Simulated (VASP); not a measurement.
Ga, 2 atoms in the cell. The structure is hexagonal, space group P6_3/mmc (No. 194). Conventional cell: a = 2.948 Å, b = 2.948 Å, c = 4.774 Å, α = 90.00°, β = 90.00°, γ = 120.00°. Within 3.9 Å of Ga (site symmetry -6m2) lie 12 Ga at 2.93 to 2.95 Å. This isn't the form of Ga at room conditions, which is orthorhombic.

- Program: VASP 6.6.1
- Task: single point
- Functional: r2SCAN
- Potentials or basis: VASP PAW PBE potentials, release 64 (Ga_d)
- Cutoff: 520 eV
- k mesh: 16 × 16 × 10
- Occupations: gaussian, width 0.05 eV
- Spin: no spin polarisation
- Dipole correction: no
- Further INCAR settings: ALGO = Normal; EDIFF = 1e-06; NBANDS = 20

Potentials or basis: VASP PAW PBE potentials, release 64 (Ga_d).

Run with:

```console
$ cat potpaw_PBE.64/Ga_d/POTCAR > POTCAR
$ cp INCAR.step1 INCAR
$ mpirun -np 1 vasp_std > vasp.out
$ cp INCAR.step2 INCAR
$ mpirun -np 1 vasp_std > vasp.out
```

Hardware: 1 thread of Intel Xeon 8259CL (shared host).

Task: How long does it take, and how much memory?

Result: Wall time 7.6 min on 1 thread of Intel Xeon 8259CL, on a shared host, peak memory 0.24 GiB. Counts: k points 180.
